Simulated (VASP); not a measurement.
A run of VASP 6.6.1 is set up as follows.

File INCAR:

```
SYSTEM = WCl
ALGO = Normal ; EDIFF = 1E-6
ENCUT = 500 ; GGA = PE
GGA_COMPAT = .FALSE. ; ISIF = 2
ISMEAR = 0 ; LASPH = .TRUE.
LCHARG = .TRUE. ; LELF = .TRUE.
LREAL = .FALSE. ; LVHAR = .TRUE.
LWAVE = .FALSE. ; NBANDS = 18
NELM = 120 ; PREC = Accurate
SIGMA = 0.2
```

KPOINTS

```
k-points
0
G
  6 6 5
  0 0 0
```

Contents of POSCAR:

```
WCl
1.0
    2.8186455329      0.0000000000      0.0000000000
    0.0000000000      2.8186455329      0.0000000000
    0.0000000000      0.0000000000      4.0485557461
W Cl
1 1
Direct
    0.0000000000      0.0000000000      0.0000000000
    0.5000000000      0.5000000000      0.5000000000
```

Potentials or basis: VASP PAW PBE potentials, release 64 (W_sv, Cl).

Launch:

```console
$ cat potpaw_PBE.64/W_sv/POTCAR potpaw_PBE.64/Cl/POTCAR > POTCAR
$ mpirun -np 1 vasp_std > vasp.out
```

(1) Predict the pressure.

## Answers

(1) 0.3 GPa.

Caveat: the k points lie up to 0.37 Å⁻¹ apart; an odd number of electrons without spin polarisation forces a metal; a magnetic or distorted state may lie lower.
